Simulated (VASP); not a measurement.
Crystal: SrSn2As2.

```
CELL_PARAMETERS angstrom
2.10200 1.21359 8.90867
-2.10200 1.21359 8.90867
0.00000 -2.42718 8.90867
ATOMIC_POSITIONS crystal
Sr 0.00000 0.00000 0.00000
Sn 0.20860 0.20860 0.20860
Sn 0.79140 0.79140 0.79140
As 0.40736 0.40736 0.40736
As 0.59264 0.59264 0.59264
```

| Quantity | Value |
| --- | --- |
| Program | VASP 6.6.1 |
| Task | relaxation of volume and atoms at fixed shape |
| Functional | LDA |
| Potentials or basis | VASP PAW LDA potentials, release 64 (Sr_sv, Sn_d, As) |
| Cutoff | 600 eV |
| k mesh | 7 × 7 × 7 |
| Occupations | gaussian, width 0.05 eV |
| Spin | no spin polarisation |

At the start: pressure -1.6 GPa; volume 27.27 Å³/atom.

Q: How do energy, volume and symmetry change on relaxing?

A: Over 8 steps the energy falls by 4.5 meV/atom and the volume is 26.41 Å³/atom (-3.1 %); space group R-3m (No. 166, to 0.05 Å).

The path:
```
step  energy change (eV)  largest force (eV/Å)  pressure (GPa)  volume (Å³)
   1              0.0000                0.0838           -1.57       136.35
   2             -0.0184                0.1489            0.56       131.14
   3             -0.0204                0.1330            0.06       132.36
   4             -0.0204                0.1317           -0.03       132.44
   5             -0.0220                0.0708           -0.02       132.30
   6             -0.0225                0.0330           -0.02       132.15
   7             -0.0225                0.0256           -0.03       132.17
   8             -0.0226                0.0184            0.05       132.06
```

Final structure:
```xyz
5
Lattice="2.0797 1.2007 8.8143 -2.0797 1.2007 8.8143 0.0000 -2.4015 8.8143" Properties=species:S:1:pos:R:3 pbc="T T T"
Sr    0.0000    0.0000    0.0000
Sn    0.0000    0.0000    5.5118
Sn    0.0000    0.0000   20.9310
As    0.0000    0.0000   10.7561
As    0.0000    0.0000   15.6867
```
